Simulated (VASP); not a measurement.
As: single point with PBE

As:

```xyz
2
Lattice="1.9184 1.1076 3.5141 -1.9184 1.1076 3.5141 0.0000 -2.2152 3.5141" Properties=species:S:1:pos:R:3 pbc="T T T"
As    0.0000    0.0000    2.3825
As    0.0000    0.0000    8.1597
```

| Quantity | Value |
| --- | --- |
| Program | VASP 6.6.1 |
| Task | single point |
| Functional | PBE |
| Potentials or basis | VASP PAW PBE potentials, release 64 (As) |
| Cutoff | 520 eV |
| k mesh | 7 × 7 × 7 |
| Occupations | fermi-dirac, width 0.05 eV |
| Spin | no spin polarisation |
| Dipole correction | no |
| Further INCAR settings | ALGO = Normal; EDIFF = 1e-07; NBANDS = 12 |

- Pressure: 0.5 GPa
- Largest force: 0.235 eV/Å
- Band gap on the k mesh: 0.09 eV, indirect (least direct gap 0.67 eV)

Forces in eV/Å, atoms in the order of the input:
```
As   0.000  0.000  0.235
As   0.000  0.000 -0.235
```

Stress tensor (GPa, compression positive):
```
0.17 0.00 0.00
0.00 0.17 0.00
0.00 0.00 1.01
```

Levels at points of the mesh, in eV from the valence-band top:
```tsv
k point	band 1	band 2	band 3	band 4	band 5	band 6	band 7	band 8	band 9	band 10
(0.00, 0.00, 0.00)	-14.60	-5.85	-2.12	-1.95	-1.95	1.67	2.93	2.93	6.89	6.89
```

Run time: 8 s on 1 thread of Intel(R) Xeon(R) 6975P-C (Granite Rapids), with other jobs on the host, peak memory 0.17 GiB.

A k mesh can miss the band edges.
